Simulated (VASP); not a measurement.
Runs of VASP 6.6.1 on Ta. The structure is that of space group Immm (No. 71), or close to it. The cells are those of the table. 

```tsv
cell	further INCAR settings	gap on the mesh (eV)	pressure (GPa)
a = 2.926 Å, angles 117.4, 111.8, 99.7°, 1 atom	ALGO = Fast; EDIFF = 1e-06; NBANDS = 12	none	-9.0
a = 2.861 Å, angles 101.0, 110.0, 117.9°, 1 atom	ALGO = Fast; EDIFF = 1e-06; NBANDS = 12	none	3.5
a = 2.635 Å, angles 109.5, 103.0, 116.1°, 1 atom	ALGO = Fast; EDIFF = 1e-06; NBANDS = 12	none	81.5
a = 2.873 Å, angles 116.1, 110.4, 102.2°, 1 atom	ALGO = Fast; EDIFF = 1e-07; NBANDS = 12	none	(b)
a = 2.895 Å, angles 119.4, 111.0, 98.7°, 1 atom	ALGO = Fast; EDIFF = 1e-06; NBANDS = 12	none	-0.5
a = 2.842 Å, angles 118.2, 109.5, 101.2°, 1 atom	ALGO = Fast; EDIFF = 1e-06; NBANDS = 12	none	(a)
```

Alike in all rows: task single point; level PBEsol; potentials or basis VASP PAW PBE potentials, release 64 (Ta_pv); no spin polarisation; k mesh 20 × 20 × 20; cutoff (eV) 520; smearing gaussian 0.15 eV.

Task: Fill in the values left out.

Result: (a) 8.2; (b) -1.7.

Caveats: the PAW data sets were made with another functional, which shifts forces and pressure a little; spin-orbit coupling is left out, which moves the levels of the heavy elements.

A k mesh can miss the band edges, and the runs leave out spin-orbit coupling on Ta.

A gap of «none» marks levels without a gap at the run's occupations.
